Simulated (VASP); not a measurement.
# PtSe2 (P-3m1) in VASP: further runs, part 2 of 2

VASP 6.6.1. Earlier steps stand in the parts before.

### Step 3. Single point, PBE

This run uses another cell than the first one, of the same volume but with other edges.

Input file INCAR:

```
SYSTEM = PtSe2
PREC     = Accurate       ! precision mode
ENCUT    = 520            ! plane-wave cutoff, eV
EDIFF    = 1E-6           ! SCF threshold, eV
ISMEAR   = 0              ! smearing method
SIGMA    = 0.05           ! smearing width, eV
LREAL    = .False.        ! projectors in reciprocal space
LASPH    = .True.         ! aspherical terms in the spheres
NELM     = 100            ! most SCF steps
ALGO     = Normal         ! electronic algorithm
ISIF     = 2              ! what is computed and relaxed
LWAVE    = .False.        ! write WAVECAR
LCHARG   = .True.         ! write CHGCAR
GGA      = PE             ! functional
LELF     = .True.         ! ELF
LVHAR    = .True.       
NBANDS   = 18             ! bands
```

Input file KPOINTS:

```
Automatic mesh
0
Gamma
  12 12 6
  0 0 0
```

Input file POSCAR:

```
PtSe2
1.0
    3.8030610513      0.0000000000      0.0000000000
   -1.9015305257      3.2935474826      0.0000000000
    0.0000000000      0.0000000000      6.3516469968
Pt Se
1 2
Direct
    0.0000000000      0.0000000000      0.0000000000
    0.3333333333      0.6666666667      0.2001869949
    0.6666666667      0.3333333333      0.7998130051
```

Potentials or basis: VASP PAW PBE potentials, release 64 (Pt, Se).

Run with:

```bash
cat potpaw_PBE.64/Pt/POTCAR potpaw_PBE.64/Se/POTCAR > POTCAR
mpirun -np 1 vasp_std > vasp.out
```

Run time: 2 min. Hardware: 1 thread of Intel Xeon Platinum 8259CL at 2.50GHz (Skylake/Cascade Lake), shared host; peak memory 0.29 GiB.

Results (log left out):

```
Free energy            : -14.2898 eV
Pressure               : -0.9 GPa
Largest force          : 0.076 eV/Å
Band gap on the k mesh : 0.69 eV, indirect (least direct gap 0.95 eV)
```

Forces in eV/Å, atoms in the order of the input:
```
Pt   0.000  0.000  0.000
Se   0.000  0.000  0.076
Se   0.000  0.000 -0.076
```

Stress tensor (GPa, compression positive):
```
-1.59  0.00  0.00
 0.00 -1.59  0.00
 0.00  0.00  0.35
```

Levels at points of the mesh, in eV from the valence-band top:
```tsv
k point	band 7	band 8	band 9	band 10	band 11	band 12	band 13	band 14	band 15	band 16
(0.00, 0.00, 0.00)	-3.12	-1.62	-0.46	-0.46	-0.22	2.46	2.46	4.00	5.02	7.82
(0.50, 0.00, 0.00)	-2.68	-2.61	-2.34	-2.25	-1.88	1.75	2.39	4.55	5.97	7.85
(0.00, 0.00, 0.50)	-3.12	-1.40	-1.32	-0.50	-0.50	2.54	2.54	5.11	5.59	7.27
(0.50, 0.00, 0.50)	-2.68	-2.63	-2.33	-2.28	-1.35	1.93	2.21	4.36	5.64	7.31
```

Caveat: spin-orbit coupling is left out, which moves the levels of the heavy elements; this functional lacks dispersion, which binds the layers, so the pressure and a relaxed spacing across them are unreliable. A k mesh can miss the band edges.

### Step 4. Single point, PBE

This run uses another cell than the first one, of the same volume but with other edges.

Input file INCAR:

```
SYSTEM = PtSe2
PREC = Accurate ; ENCUT = 520
EDIFF = 1E-7 ; ISMEAR = 0
SIGMA = 0.05 ; LREAL = .False.
LASPH = .True. ; NELM = 100
ALGO = Normal ; ISIF = 2
LWAVE = .False. ; LCHARG = .True.
GGA = PE ; LELF = .True.
LVHAR = .True. ; NBANDS = 18
```

KPOINTS is that of step 3.

Input file POSCAR:

```
PtSe2
1.0
    3.6911407725      0.0000000000      0.0000000000
   -1.8455703863      3.1966216780      0.0000000000
    0.0000000000      0.0000000000      6.7426672966
Pt Se
1 2
Direct
    0.0000000000      0.0000000000      0.0000000000
    0.3333333333      0.6666666667      0.2001869949
    0.6666666667      0.3333333333      0.7998130051
```

Run with:

```bash
cat potpaw_PBE.64/Pt/POTCAR potpaw_PBE.64/Se/POTCAR > POTCAR
mpirun -np 1 vasp_std > vasp.out
```

Wall time 2.3 min (1 thread of Intel Xeon Platinum 8259CL at 2.50GHz (Skylake/Cascade Lake), shared host); peak memory 0.28 GiB.

It converged, with:

* Free energy: -14.2845 eV
* Pressure: 1.0 GPa
* Largest force: 0.109 eV/Å
* Band gap on the k mesh: 1.04 eV, indirect (least direct gap 1.24 eV)

Forces on the atoms (eV/Å):
```
Pt   0.000  0.000  0.000
Se   0.000  0.000 -0.109
Se   0.000  0.000  0.109
```

Stress tensor (GPa, compression positive):
```
 1.74  0.00  0.00
 0.00  1.74  0.00
 0.00  0.00 -0.60
```

Levels at points of the mesh, in eV from the valence-band top:
| k point | band 9 | band 10 | band 11 | band 12 | band 13 | band 14 |
| --- | --- | --- | --- | --- | --- | --- |
| (0.00, 0.00, 0.00) | -0.27 | -0.01 | -0.01 | 2.84 | 2.84 | 4.35 |
| (0.50, 0.00, 0.00) | -1.96 | -1.79 | -1.79 | 2.17 | 2.64 | 4.79 |
| (0.00, 0.00, 0.50) | -1.27 | -0.03 | -0.03 | 2.89 | 2.89 | 5.50 |
| (0.50, 0.00, 0.50) | -1.99 | -1.75 | -1.40 | 2.41 | 2.52 | 4.44 |

Caveat: spin-orbit coupling is left out, which moves the levels of the heavy elements; this functional lacks dispersion, which binds the layers, so the pressure and a relaxed spacing across them are unreliable.

### Step 5. Single point, PBE

This run uses another cell than the first one, of the same volume but with other edges.

Input file INCAR:

```
SYSTEM = PtSe2
ALGO = Normal
EDIFF = 1E-6
ENCUT = 520
GGA = PE
ISIF = 2
ISMEAR = 0
LASPH = .True.
LCHARG = .False.
LREAL = .False.
LWAVE = .False.
NBANDS = 18
NELM = 100
PREC = Accurate
SIGMA = 0.05
```

Input file KPOINTS:

```
k-points
0
Gamma
  12 12 6
  0 0 0
```

Input file POSCAR:

```
PtSe2
1.0
    4.0413554153      0.0000000000      0.0000000000
   -2.0206777077      3.4999164554      0.0000000000
    0.0000000000      0.0000000000      5.6246934247
Pt Se
1 2
Direct
    0.0000000000      0.0000000000      0.0000000000
    0.3333333333      0.6666666667      0.2001869949
    0.6666666667      0.3333333333      0.7998130051
```

Run with:

```bash
cat potpaw_PBE.64/Pt/POTCAR potpaw_PBE.64/Se/POTCAR > POTCAR
mpirun -np 1 vasp_std > vasp.out
```

Run time: 2 min. Hardware: 1 thread of Intel Xeon Platinum 8259CL at 2.50GHz (Skylake/Cascade Lake), shared host; peak memory 0.29 GiB.

The run converged. Its results:

```yaml
Free_energy: -13.9401 eV
Pressure: -5.4 GPa
Largest_force: 0.243 eV/Å
Band_gap_on_the_k_mesh: 0.20 eV, indirect (least direct gap 0.21 eV)
```

Forces in eV/Å, atoms in the order of the input:
```
Pt   0.000  0.000  0.000
Se   0.000  0.000  0.243
Se   0.000  0.000 -0.243
```

Stress tensor (GPa, compression positive):
```
-8.48  0.00  0.00
 0.00 -8.48  0.00
 0.00  0.00  0.74
```

Levels at points of the mesh, in eV from the valence-band top:
```csv
k point,band 9,band 10,band 11,band 12,band 13,band 14
"(0.00, 0.00, 0.00)",-1.06,-1.06,-0.26,1.72,1.72,3.14
"(0.50, 0.00, 0.00)",-2.95,-2.30,-1.85,0.96,2.03,4.08
"(0.00, 0.00, 0.50)",-1.35,-1.14,-1.14,1.90,1.90,4.53
"(0.50, 0.00, 0.50)",-2.90,-2.39,-0.98,0.99,1.67,4.33
```

Caveat: spin-orbit coupling is left out, which moves the levels of the heavy elements; this functional lacks dispersion, which binds the layers, so the pressure and a relaxed spacing across them are unreliable.

### Step 6. Single point, PBE

This run uses another cell than the first one, of the same volume but with other edges.

Input file INCAR:

```
SYSTEM = PtSe2
PREC     = Accurate       ! precision mode
ENCUT    = 520            ! plane-wave cutoff, eV
EDIFF    = 1E-6           ! SCF threshold, eV
ISMEAR   = 0              ! smearing method
SIGMA    = 0.05           ! smearing width, eV
LREAL    = .False.        ! projectors in reciprocal space
LASPH    = .True.         ! aspherical terms in the spheres
NELM     = 60             ! most SCF steps
ALGO     = Normal         ! electronic algorithm
ISIF     = 2              ! what is computed and relaxed
LWAVE    = .False.        ! write WAVECAR
LCHARG   = .True.         ! write CHGCAR
GGA      = PE             ! functional
LELF     = .True.         ! ELF
LVHAR    = .True.       
NBANDS   = 18             ! bands
```

Input file KPOINTS:

```
regular mesh
0
Gamma
  12 12 6
  0 0 0
```

Input file POSCAR:

```
PtSe2
1.0
    3.4374990821      0.0000000000      0.0000000000
   -1.7187495411      2.9769615305      0.0000000000
    0.0000000000      0.0000000000      7.7744158352
Pt Se
1 2
Direct
    0.0000000000      0.0000000000      0.0000000000
    0.3333333333      0.6666666667      0.2001869949
    0.6666666667      0.3333333333      0.7998130051
```

Potentials or basis: VASP PAW PBE potentials, release 64 (Pt, Se).

Run with:

```bash
cat potpaw_PBE.64/Pt/POTCAR potpaw_PBE.64/Se/POTCAR > POTCAR
mpirun -np 1 vasp_std > vasp.out
```

Run time: 2.3 min. Hardware: 1 thread of Intel Xeon Platinum 8259CL at 2.50GHz (Skylake/Cascade Lake), shared host; peak memory 0.3 GiB.

Results (log left out):

```yaml
Free_energy: -13.7542 eV
Pressure: 4.1 GPa
Largest_force: 0.659 eV/Å
Band_gap_on_the_k_mesh: 0.19 eV, indirect (least direct gap 0.78 eV)
```

Forces on the atoms (eV/Å):
```
Pt   0.000  0.000  0.000
Se   0.000  0.000 -0.659
Se   0.000  0.000  0.659
```

Stress tensor (GPa, compression positive):
```
 8.22  0.00  0.00
 0.00  8.22  0.00
 0.00  0.00 -4.19
```

Levels at points of the mesh, in eV from the valence-band top:
```
           k point  band 9  band 10  band 11  band 12  band 13  band 14
(0.00, 0.00, 0.00)   -2.05     0.00     0.00     2.30     2.30     3.47
(0.50, 0.00, 0.00)   -2.53    -1.96    -1.71     1.54     1.85     3.83
(0.00, 0.00, 0.50)   -2.57     0.00     0.00     2.31     2.31     5.39
(0.50, 0.00, 0.50)   -2.53    -1.96    -1.70     1.76     1.82     3.42
```

Caveat: spin-orbit coupling is left out, which moves the levels of the heavy elements; this functional lacks dispersion, which binds the layers, so the pressure and a relaxed spacing across them are unreliable. A k mesh can miss the band edges.

### Step 7. The runs side by side

```csv
cell,gap on the mesh (eV),pressure (GPa),largest force (eV/Å)
"a = 3.634, b = 3.634, c = 6.955 Å, angles 90.0, 90.0, 120.0°, 3 atoms",0.95,1.8,0.22
"a = 3.803, b = 3.803, c = 6.352 Å, angles 90.0, 90.0, 120.0°, 3 atoms",0.69,-0.9,0.08
"a = 3.691, b = 3.691, c = 6.743 Å, angles 90.0, 90.0, 120.0°, 3 atoms",1.04,1.0,0.11
"a = 4.041, b = 4.041, c = 5.625 Å, angles 90.0, 90.0, 120.0°, 3 atoms",0.20,-5.4,0.24
"a = 3.437, b = 3.437, c = 7.774 Å, angles 90.0, 90.0, 120.0°, 3 atoms",0.19,4.1,0.66
```

Alike in all rows: task single point; level PBE; potentials or basis VASP PAW PBE potentials, release 64 (Pt, Se); no spin polarisation; k mesh 12 × 12 × 6; cutoff (eV) 520; smearing gaussian 0.05 eV.

Caveats: spin-orbit coupling is left out, which moves the levels of the heavy elements; this functional lacks dispersion, which binds the layers, so the pressure and a relaxed spacing across them are unreliable.

Absolute energies hang on the potentials; compare differences alone.
